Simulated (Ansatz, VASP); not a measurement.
# TiAl3: VASP beside Ansatz

POSCAR

```
TiAl3
1.0
    3.9479980995      0.0000000000      0.0000000000
    0.0000000000      3.9479980995      0.0000000000
    0.0000000000      0.0000000000      3.9479980995
Ti Al
1 3
Direct
    0.0000000000      0.0000000000      0.0000000000
    0.5000000000      0.5000000000      0.0000000000
    0.5000000000      0.0000000000      0.5000000000
    0.0000000000      0.5000000000      0.5000000000
```

INCAR.step1

```
SYSTEM = TiAl3
PREC = Accurate
ENCUT = 520
EDIFF = 1E-5
ISMEAR = 0
SIGMA = 0.1
LREAL = .FALSE.
LASPH = .TRUE.
NELM = 60
ALGO = Normal
ISIF = 2
LWAVE = .TRUE.
LCHARG = .FALSE.
GGA = PE
NBANDS = 18
```

INCAR.step2

```
SYSTEM = TiAl3
PREC = Accurate
ENCUT = 520
EDIFF = 1E-7
ISMEAR = 0
SIGMA = 0.1
LREAL = .FALSE.
LASPH = .TRUE.
NELM = 60
ALGO = Normal
ISIF = 2
LWAVE = .FALSE.
LCHARG = .FALSE.
GGA = PE
LHFCALC = .TRUE.
HFSCREEN = 0.2079
PRECFOCK = Normal
ISTART = 1
NBANDS = 18
```

File KPOINTS:

```
Automatic mesh
0
G
  4 4 4
  0 0 0
```

Input for Ansatz:

```yaml
crystal:
  lattice:
    - [3.9479980995, 0.0, 0.0]
    - [0.0, 3.9479980995, 0.0]
    - [0.0, 0.0, 3.9479980995]
  atoms:
    - { symbol: Ti, position: [0.0, 0.0, 0.0] }
    - { symbol: Al, position: [0.5, 0.5, 0.0] }
    - { symbol: Al, position: [0.5, 0.0, 0.5] }
    - { symbol: Al, position: [0.0, 0.5, 0.5] }
basis:
  ecutwfc: 420
kpoints:
  mp_grid: { grid: [4, 4, 4] }
hamiltonian:
  xc: hse06
  pseudopotentials: { kind: paw, azcp: { folder: soft_1 } }
scf:
  occupations: { method: gaussian, width: 0.1 }
output:
  forces: true
  stress: true
  eigenvalues: true
```

Alike in both runs: task single point; functional HSE06; k mesh 4 × 4 × 4; occupations gaussian, width 0.1 eV; no spin polarisation.

|  | VASP | Ansatz |
| --- | --- | --- |
| version | VASP 6.6.1 | Ansatz 0.2.0 |
| potentials or method | VASP PAW PBE potentials, release 64 (Ti_sv, Al), cutoff 520 eV | scalar-relativistic, plane waves, PAW |
| valence electrons in the cell | 21 | 21 |

Ansatz gave:

| Property | Result |
| --- | --- |
| gap on the k mesh at the Fermi level (eV) | none |
| pressure (GPa) | 0.8 |

Problem. Which values does VASP return?

Solution. gap on the k mesh at the Fermi level (eV): none; pressure (GPa): 0.7.

A gap of «none» marks a metal or a gap that the smearing closes. Ansatz's warnings: filled band counts differ across k points, stress exchange threshold loose, stress scf threshold loose.

The k mesh is coarse, so the values compare programs but aren't converged.
